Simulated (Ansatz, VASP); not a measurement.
# One calculation of LiCl, two programs

```
Li Cl
1.0
     0.00000    2.56476    2.69300
     2.56476    0.00000    2.69300
     2.56476    2.56476    0.00000
Li Cl
1 1
Direct
  0.00000 0.00000 0.00000
  0.50000 0.50000 0.50000
```

Change from the starting cell: strain +0.000 along x and y, +0.050 along z, atoms carried along.

Alike in both runs: task single point; functional PBE; k mesh 8 × 8 × 8; occupations gaussian, width 0.05 eV; no spin polarisation.

```csv
,VASP,Ansatz
version,VASP 6.6.1,Ansatz 0.2.0
potentials or method,"VASP PAW PBE potentials, release 64 (Li_sv, Cl), cutoff 520 eV","scalar-relativistic, plane waves, PAW"
valence electrons in the cell,10,10
```

|  | VASP | Ansatz | Ansatz less VASP |
| --- | --- | --- | --- |
| gap on the k mesh at the Fermi level (eV) | 6.00 | 5.99 | -0.012 |
| least direct gap on the mesh (eV) | 6.00 | 5.99 | -0.012 |

The functional is the same, so the differences come from potentials, cutoffs and numerics.

Noted on VASP's run: the cutoff is short for stress, so the pressure is rough.
